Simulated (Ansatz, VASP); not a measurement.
# TiTe in VASP and in Ansatz

```
Ti Te
1.0
     0.00000    2.32445    2.32445
     2.32445    0.00000    2.32445
     2.32445    2.32445    0.00000
Ti Te
1 1
Direct
  0.00000 0.00000 0.00000
  0.50000 0.50000 0.50000
```

Change from the starting cell: volume scaled by 0.6, PAW files.

Alike in both runs: task single point; functional LDA; k mesh 12 × 12 × 12; occupations fermi-dirac, width 0.05 eV; no spin polarisation.

|  | VASP | Ansatz |
| --- | --- | --- |
| version | VASP 6.6.1 | Ansatz 0.2.0 |
| potentials or method | VASP PAW LDA potentials, release 64 (Ti_sv, Te) | PAW with Ansatz's default frozen-core files, scalar-relativistic |
| plane-wave cutoff (eV) | 520 | 420 |
| valence electrons in the cell | 18 | 28 |

```tsv
	VASP	Ansatz	Ansatz less VASP
pressure (GPa)	143.8	144.0	+0.20
```

LDA's correlation is that of Perdew and Zunger in VASP and of Perdew and Wang (1992) in Ansatz. Both programs put the cell under a high pressure, so it lies far from rest at this level. VASP's potentials hold 18 valence electrons a cell and Ansatz's 28, so a difference there can come from the potentials and not from the codes.

Spin-orbit coupling is off throughout. Noted on VASP's run: the cell as given lies far from equilibrium.
